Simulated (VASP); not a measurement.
# Pt (P6_3/mmc) in VASP: further runs

Pt is run at these levels: PBEsol; tasks: single point.

Everything below comes from runs of VASP 6.6.1. Logs are shortened: lines on timing, memory, paths and dates and some standing lists are left out, and cuts for length are marked.

## (1) The cell of the first run

Symmetry: P6_3/mmc, No. 194, hexagonal system. Conventional cell: a = 2.916 Å, b = 2.916 Å, c = 4.628 Å, α = 90.00°, β = 90.00°, γ = 120.00°. Pt (site symmetry -6m2) has 12 Pt at 2.86 to 2.92 Å within 3.8 Å.

This isn't the form of Pt at room conditions, which is fcc.

## (2) Single point, PBEsol

INCAR

```
PREC = Accurate
ENCUT = 520
EDIFF = 1E-6
ISMEAR = 0
SIGMA = 0.15
LREAL = F
LASPH = T
NELM = 80
ALGO = Normal
ISIF = 2
LWAVE = F
LCHARG = F
GGA = PS
NBANDS = 17
```

KPOINTS

```
regular mesh
0
Gamma
  18 18 10
```

POSCAR

```
Pt
1.0
    2.9160000000      0.0000000000      0.0000000000
   -1.4580000000      2.5253300774      0.0000000000
    0.0000000000      0.0000000000      4.6285000000
Pt
2
Direct
    0.6666666667      0.3333333333      0.7500000000
    0.3333333333      0.6666666667      0.2500000000
```

Potentials or basis: VASP PAW PBE potentials, release 64 (Pt).

Run with:

```
$ cat potpaw_PBE.64/Pt/POTCAR > POTCAR
$ mpirun -np 1 vasp_std > vasp.out
```

OUTCAR:

```text
PREC = Accurate
   ENCUT = 520
   EDIFF = 1E-6
   ISMEAR = 0
   LREAL = F
   LASPH = T
   NELM = 80
   ISIF = 2
   GGA = PS

 ion  position               nearest neighbor table
   1  0.667  0.333  0.750-   2 2.86   2 2.86   2 2.86   2 2.86   2 2.86   2 2.86
   2  0.333  0.667  0.250-   1 2.86   1 2.86   1 2.86   1 2.86   1 2.86   1 2.86

  LATTYP: Found a hexagonal cell.
 ALAT       =     2.9160000000
 C/A-ratio  =     1.5872770919

  Lattice vectors:

 A1 = (   2.9160000000,   0.0000000000,   0.0000000000)
 A2 = (  -1.4580000000,   2.5253300774,   0.0000000000)
 A3 = (   0.0000000000,   0.0000000000,   4.6285000000)

Analysis of symmetry for initial positions (statically):
=====================================================================
 Subroutine PRICEL returns:
 Original cell was already a primitive cell.

 Routine SETGRP: Setting up the symmetry group for a
 hexagonal supercell.

 Subroutine GETGRP returns: Found 24 space group operations
 (whereof 12 operations were pure point group operations)
 out of a pool of 24 trial point group operations.

The static configuration has the point symmetry D_3d.
 The point group associated with its full space group is D_6h.

Analysis of symmetry for dynamics (positions and initial velocities):
=====================================================================
 Subroutine PRICEL returns:
 Original cell was already a primitive cell.

 Routine SETGRP: Setting up the symmetry group for a
 hexagonal supercell.

 Subroutine GETGRP returns: Found 24 space group operations
 (whereof 12 operations were pure point group operations)
 out of a pool of 24 trial point group operations.

The dynamic configuration has the point symmetry D_3d.
 The point group associated with its full space group is D_6h.

 Subroutine INISYM returns: Found 24 space group operations
 (whereof 12 operations are pure point group operations),
 and found     1 'primitive' translations

----------------------------------------------------------------------------------------

                                     Primitive cell

  volume of cell :      34.0836

  direct lattice vectors                    reciprocal lattice vectors
     2.916000000  0.000000000  0.000000000     0.342935528  0.197993919  0.000000000
    -1.458000000  2.525330077  0.000000000     0.000000000  0.395987839  0.000000000
     0.000000000  0.000000000  4.628500000     0.000000000  0.000000000  0.216052717

  length of vectors
     2.916000000  2.916000000  4.628500000     0.395987839  0.395987839  0.216052717

  position of ions in fractional coordinates (direct lattice)
     0.666666667  0.333333333  0.750000000
     0.333333333  0.666666667  0.250000000

  ion indices of the primitive-cell ions
   primitive index   ion index
                 1           1
                 2           2

----------------------------------------------------------------------------------------

 KPOINTS: regular mesh

Automatic generation of k-mesh.
 Grid dimensions read from file:
 generate k-points for:   18   18   10

 Generating k-lattice:

  Cartesian coordinates                     Fractional coordinates (reciprocal lattice)
     0.019051974  0.010999662  0.000000000     0.055555556  0.000000000  0.000000000
     0.000000000  0.021999324  0.000000000     0.000000000  0.055555556  0.000000000
     0.000000000  0.000000000  0.021605272     0.000000000  0.000000000  0.100000000

  Length of vectors
     0.021999324  0.021999324  0.021605272

  Shift w.r.t. Gamma in fractional coordinates (k-lattice)
     0.000000000  0.000000000  0.000000000

 Subroutine IBZKPT returns following result:
 ===========================================

 Found    222 irreducible k-points:

 Following reciprocal coordinates:
            Coordinates               Weight
  0.000000  0.000000  0.000000      1.000000
  0.055556  0.000000  0.000000      6.000000
  0.111111  0.000000  0.000000      6.000000
  0.166667  0.000000  0.000000      6.000000
  0.222222 -0.000000  0.000000      6.000000
  0.277778  0.000000  0.000000      6.000000
[... 16 lines left out ...]
  0.333333  0.111111  0.000000     12.000000
  0.388889  0.111111  0.000000     12.000000
 [... further k-points ...]
   k-points           NKPTS =    222   k-points in BZ     NKDIM =    222   number of bands    NBANDS=     17
   number of dos      NEDOS =    301   number of ions     NIONS =      2
   total plane-waves  NPLWV =  20736
   dimension x,y,z NGX =    24 NGY =   24 NGZ =   36
   dimension x,y,z NGXF=    48 NGYF=   48 NGZF=   72
   ions per type =               2
   NGX,Y,Z   is equivalent  to a cutoff of  13.68, 13.68, 12.93 a.u.
   NGXF,Y,Z  is equivalent  to a cutoff of  27.37, 27.37, 25.86 a.u.
 SYSTEM =  unknown system
   PREC   = accura    normal or accurate (medium, high low for compatibility)
   ISTART =      0    job   : 0-new  1-cont  2-samecut
   ICHARG =      2    charge: 1-file 2-atom 10-const
   ISPIN  =      1    spin polarized calculation?
   LNONCOLLINEAR =      F non collinear calculations
   LSORBIT =      F    spin-orbit coupling
   LASPH  =      T    aspherical Exc in radial PAW
   ENCUT  =  520.0 eV  38.22 Ry    6.18 a.u.   5.42  5.42  8.61*2*pi/ulx,y,z
   NELM   =     80;   NELMIN=  2; NELMDL= -5     # of ELM steps
   EDIFF  = 0.1E-05   stopping-criterion for ELM
   LREAL  =      F    real-space projection
   EDIFFG = 0.1E-04   stopping-criterion for IOM
   NSW    =      0    number of steps for IOM
   IBRION =     -1    ionic relax: 0-MD 1-quasi-New 2-CG
   NFREE  =      0    steps in history (QN), initial steepest desc. (CG)
   ISIF   =      2    stress and relaxation
   ISYM   =      2    0-nonsym 1-usesym 2-fastsym
   POTIM  = 0.5000    time-step for ionic-motion
   TEBEG  =    0.0;   TEEND  =   0.0 temperature during run
   PSTRESS=    0.0 pullay stress
   NELECT =      20.0000    total number of electrons
   NUPDOWN=      -1.0000    fix difference up-down
   EMIN   =  10.00;   EMAX   =-10.00  energy-range for DOS
   EFERMI =   0.00;   METHOD = LEGACY
   ISMEAR =     0;   SIGMA  =   0.15  broadening in eV -4-tet -1-fermi 0-gaus
   EFERMI_NEDOS =   21; number of points for ismear=-14 and -15
   IALGO  =     38    algorithm
   IMIX   =      4    mixing-type and parameters
     AMIX     =   0.40;   BMIX     =  1.00
     AMIX_MAG =   1.60;   BMIX_MAG =  1.00
  volume/ion in A,a.u.               =      17.04       115.00
  Fermi-wavevector in a.u.,A,eV,Ry     =   1.370575  2.590011 25.558220  1.878476
  Thomas-Fermi vector in A             =   2.496349
   LORBIT       =      0    0 simple, 1 ext, 2 COOP (PROOUT), +10 PAW based schemes
   GGA     = PS    functional components
   LHFCALC =     F    Hartree Fock is set to
   AEXX    =    0.0000 exact exchange contribution
   IVDW    =     0    specifies the selected vdW correction
   LEPSILON=     F    determine dielectric tensor
   LRPA    =     F    only Hartree local field effects (RPA)
 non-spin polarized calculation
 Gauss-broadening in eV      SIGMA  =   0.15
  energy-cutoff  :      520.00
  volume of cell :       34.08
 maximum number of plane-waves:       954
 NGX is ok and might be reduce to    24
   NGX = 11   NGY = 11   NGZ = 17

 number of electron      19.9999996 magnetization

 Free energy of the ion-electron system (eV)
  ---------------------------------------------------
  ext. energy  EPLUGINS =         0.00000000
  ---------------------------------------------------
  free energy    TOTEN  =       -13.42858518 eV

  energy without entropy =      -13.36671646  energy(sigma->0) =      -13.39765082

 E-fermi :   8.9012     XC(G=0): -12.9112

 val. band max:        8.8996157512   @ k =   0.1667   0.1667   0.1000
 cond. band min:       8.9064015895   @ k =   0.1667   0.1667   0.0000
 fundamental gap:      0.0067858383
 Fermi energy:         8.9011863318

 k-point     1 :       0.0000    0.0000    0.0000
  band No.  band energies     occupation
      1      -0.0925      2.00000
      2       2.8004      2.00000
      3       5.9157      2.00000
      4       5.9157      2.00000
      5       5.9736      2.00000
      6       6.3689      2.00000
[... 9 lines left out ...]
     16      26.2470      0.00000
     17      27.7447      0.00000

 k-point     2 :       0.0556    0.0000    0.0000
  band No.  band energies     occupation
      1       0.0033      2.00000
      2       2.8792      2.00000
      3       5.7316      2.00000
      4       5.9845      2.00000
      5       6.1448      2.00000
      6       6.3307      2.00000
[... 9 lines left out ...]
     16      26.1804      0.00000
     17      27.2383      0.00000

 k-point     3 :       0.1111    0.0000    0.0000
  band No.  band energies     occupation
      1       0.2850      2.00000
      2       3.1009      2.00000
      3       5.5012      2.00000
      4       6.1874      2.00000
      5       6.2013      2.00000
      6       6.3853      2.00000
[... 9 lines left out ...]
     16      26.1201      0.00000
     17      26.2718      0.00000

 k-point     4 :       0.1667    0.0000    0.0000
  band No.  band energies     occupation
      1       0.7338      2.00000
      2       3.4114      2.00000
      3       5.2828      2.00000
      4       5.9006      2.00000
      5       6.0600      2.00000
      6       6.3944      2.00000
[... 9 lines left out ...]
     16      25.4818      0.00000
     17      26.3469      0.00000
[... 343 lines left out ...]
      1       2.7924      2.00000
      2       3.8987      2.00000
      3       4.3725      2.00000
      4       5.1659      2.00000
      5       5.6850      2.00000
      6       6.1606      2.00000
[... 9 lines left out ...]
     16      23.5852      0.00000
     17      23.8141      0.00000

 k-point    23 :       0.3333    0.1111    0.0000
  band No.  band energies     occupation
      1       3.2140      2.00000
      2       3.7509      2.00000
      3       4.0960      2.00000
      4       5.4917      2.00000
      5       5.6118      2.00000
      6       6.2994      2.00000
[... 9 lines left out ...]
     16      21.7156      0.00000
     17      23.1909      0.00000

 k-point    24 :       0.3889    0.1111    0.0000
  band No.  band energies     occupation
      1       3.4248      2.00000
      2       3.6411      2.00000
      3       3.9270      2.00000
      4       5.5753      2.00000
      5       5.8319      2.00000
      6       6.1928      2.00000
[... 9 lines left out ...]
     16      20.2665      0.00000
     17      22.6526      0.00000

 [... further k-points ...]

------------------------ aborting loop because EDIFF is reached ----------------------------------------

  FORCE on cell =-STRESS in cart. coord.  units (eV):
  Direction    XX          YY          ZZ          XY          YZ          ZX
  --------------------------------------------------------------------------------------
  -------------------------------------------------------------------------------------
  Total       -5.5682952     -5.5682952     -4.2743462      0.0000000     -0.0000000      0.0000000
  in kB     -261.7501219   -261.7501219   -200.9251680      0.0000000     -0.0000000      0.0000000
  external PRESSURE =    -241.4751373 kB  Pullay stress =       0.0000000 kB

 VOLUME and BASIS-vectors are now :
 -----------------------------------------------------------------------------
  energy-cutoff  :      520.00
  volume of cell :       34.08
      direct lattice vectors                 reciprocal lattice vectors
     2.916000000  0.000000000  0.000000000     0.342935528  0.197993919  0.000000000
    -1.458000000  2.525330077  0.000000000     0.000000000  0.395987839  0.000000000
     0.000000000  0.000000000  4.628500000     0.000000000  0.000000000  0.216052717

 POSITION                                       TOTAL-FORCE (eV/Angst)
 -----------------------------------------------------------------------------------
      1.45800      0.84178      3.47138        -0.000000      0.000000      0.000000
     -0.00000      1.68355      1.15712         0.000000     -0.000000      0.000000
 -----------------------------------------------------------------------------------
    total drift:                               -0.000000      0.000000     -0.000000

  FREE ENERGIE OF THE ION-ELECTRON SYSTEM (eV)
  ---------------------------------------------------
  free  energy   TOTEN  =       -13.4285851849 eV

  energy  without entropy=      -13.3667164584  energy(sigma->0) =      -13.39765082
```

It took 67 s on 1 thread of Intel Xeon 8259CL, shared host; peak memory 0.24 GiB.

What came out:

| Property | Result |
| --- | --- |
| Free energy | -13.4286 eV |
| Pressure | -24.1 GPa |
| Band gap on the k mesh | zero (bands 10 and 11 overlap by 1.00 eV) |

Stress tensor (GPa, compression positive):
```
-26.18   0.00   0.00
  0.00 -26.18   0.00
  0.00   0.00 -20.09
```

Caveat: the stress differs along the axes, from -26 to -20 GPa; the PAW data sets were made with another functional, which shifts forces and pressure a little; spin-orbit coupling is left out, which moves the levels of the heavy elements.

## (3) Single point, PBEsol

This run uses another cell than the first one, of 17.14 Å³/atom.

INCAR

```
  PREC = Accurate
  ENCUT = 520
  EDIFF = 1E-7
  ISMEAR = 0
  SIGMA = 0.15
  LREAL = False
  LASPH = True
  NELM = 100
  ALGO = Normal
  ISIF = 2
  LWAVE = False
  LCHARG = False
  GGA = PS
  NBANDS = 17
```

KPOINTS is that of step 2.

POSCAR

```
Pt
1.0
    2.8524000000      0.0000000000      0.0000000000
   -1.4262000000      2.4702508617      0.0000000000
    0.0000000000      0.0000000000      4.8638000000
Pt
2
Direct
    0.6666666667      0.3333333333      0.7500000000
    0.3333333333      0.6666666667      0.2500000000
```

Potentials or basis: VASP PAW PBE potentials, release 64 (Pt).

Run with:

```
$ cat potpaw_PBE.64/Pt/POTCAR > POTCAR
$ mpirun -np 1 vasp_std > vasp.out
```

Run time: 64 s. Hardware: 1 thread of Intel Xeon 8259CL, shared host; peak memory 0.24 GiB.

The run converged. Its results:

| Property | Result |
| --- | --- |
| Free energy | -13.4542 eV |
| Pressure | -25.4 GPa |
| Band gap on the k mesh | zero (bands 10 and 11 overlap by 1.08 eV) |

Stress tensor (GPa, compression positive):
```
-26.55   0.00   0.00
  0.00 -26.55   0.00
  0.00   0.00 -22.96
```

Levels at points of the mesh, in eV from the Fermi level:
```csv
k point,band 6,band 7,band 8,band 9,band 10,band 11,band 12,band 13,band 14,band 15
"(0.00, 0.00, 0.00)",-2.65,-2.65,-1.67,-1.67,-0.31,-0.20,-0.20,4.35,15.09,15.93
"(0.50, 0.00, 0.00)",-2.52,-2.30,0.04,0.17,0.36,2.06,3.36,6.90,8.52,8.78
"(0.00, 0.00, 0.50)",-3.00,-3.00,-3.00,-0.71,-0.71,-0.71,-0.71,11.66,11.66,15.43
"(0.50, 0.00, 0.50)",-1.61,-0.70,-0.70,0.28,0.28,1.70,1.70,5.76,5.76,13.94
```

Caveat: the cell stands under tension; the PAW data sets were made with another functional, which shifts forces and pressure a little; spin-orbit coupling is left out, which moves the levels of the heavy elements.

(Continued in part 2 of 2.)
